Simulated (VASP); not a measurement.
Input of a VASP 6.6.1 run:

INCAR

```
PREC = Accurate
ENCUT = 600
EDIFF = 1E-7
ISMEAR = -1
SIGMA = 0.08
LREAL = False
LASPH = True
NELM = 60
ALGO = Normal
ISIF = 3
LWAVE = False
LCHARG = False
GGA = PE
IBRION = 2
NSW = 60
EDIFFG = -0.005
PSTRESS = 1100.0
```

KPOINTS

```
Automatic mesh
0
Gamma
  17 17 16
```

Contents of POSCAR:

```
Zr
1.0
    2.5942008542      0.0000000000      0.0000000000
   -1.2971004271      2.2466438423      0.0000000000
    0.0000000000      0.0000000000      2.4385488030
Zr
1
Direct
    0.0000000000      0.0000000000      0.0000000000
```

Potentials or basis: VASP PAW PBE potentials, release 64 (Zr_sv).

Launch:

```sh
$ cat potpaw_PBE.64/Zr_sv/POTCAR > POTCAR
$ mpirun -np 1 vasp_std > vasp.out
```

Task: Estimate the band gap on the k mesh.

Result: Zero (bands 6 and 7 overlap by 3.08 eV).

Task: Estimate the relaxed cell.

Result: a = 2.556 Å, b = 2.556 Å, c = 2.488 Å, α = 90.00°, β = 90.00°, γ = 120.00°.

Task: What does it give for the relaxed volume?

Result: 14.08 Å³/atom.

Task: Estimate the space group after relaxing (to 0.1 Å).

Result: P6/mmm (No. 191).

Step by step:
| step | energy change (eV) | largest force (eV/Å) | pressure (GPa) | volume (Å³) |
| --- | --- | --- | --- | --- |
| 1 | 0.0000 | 0.0000 | 106.08 | 14.21 |
| 2 | 0.6319 | 0.0000 | 132.45 | 13.46 |
| 3 | 0.1251 | 0.0000 | 112.59 | 13.99 |
| 4 | 0.1281 | 0.0000 | 112.73 | 13.99 |
| 5 | -0.1263 | 0.0000 | 101.63 | 14.37 |
| 6 | 0.0626 | 0.0000 | 109.91 | 14.08 |
| 7 | 0.0639 | 0.0000 | 109.96 | 14.08 |
| 8 | 0.0666 | 0.0000 | 110.09 | 14.08 |
| 9 | 0.0651 | 0.0000 | 110.02 | 14.08 |

Caveat: the cell is relaxed towards a set pressure, so the run minimises the enthalpy, not the energy.
